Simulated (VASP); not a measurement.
Input of a VASP 6.6.1 run:

INCAR

```
ALGO     = Normal         # electronic algorithm
EDIFF    = 1E-7           # SCF threshold, eV
ENCUT    = 520            # plane-wave cutoff, eV
ISIF     = 2              # what is computed and relaxed
ISMEAR   = 0              # smearing method
ISPIN    = 2              # spin polarisation
LASPH    = True           # aspherical terms in the spheres
LCHARG   = False          # write CHGCAR
LMAXMIX  = 4              # l up to which the mixer works
LORBIT   = 11             # projections on sites
LREAL    = False          # projectors in reciprocal space
LWAVE    = False          # write WAVECAR
MAGMOM   = 3.48 -0.06     # initial moments
NBANDS   = 24             # bands
NELM     = 150            # most SCF steps
NUPDOWN  = 3.2            # fixed moment
PREC     = Accurate       # precision mode
SIGMA    = 0.1            # smearing width, eV
```

Contents of KPOINTS:

```
k-points
0
Gamma
  7 7 7
```

POSCAR

```
MnZn
1.0
    3.0700000000      0.0000000000      0.0000000000
    0.0000000000      3.0700000000      0.0000000000
    0.0000000000      0.0000000000      3.0700000000
Mn Zn
1 1
Direct
    0.0000000000      0.0000000000      0.0000000000
    0.5000000000      0.5000000000      0.5000000000
```

Potentials or basis: VASP PAW LDA potentials, release 64 (Mn_pv, Zn).

Command:

```console
$ cat potpaw_LDA.64/Mn_pv/POTCAR potpaw_LDA.64/Zn/POTCAR > POTCAR
$ mpirun -np 1 vasp_std > vasp.out
```

**Question.** Predict the pressure.

**Answer.** -15.5 GPa.

Caveat: the cell stands under tension; the total moment is fixed, so each spin has its own Fermi level.
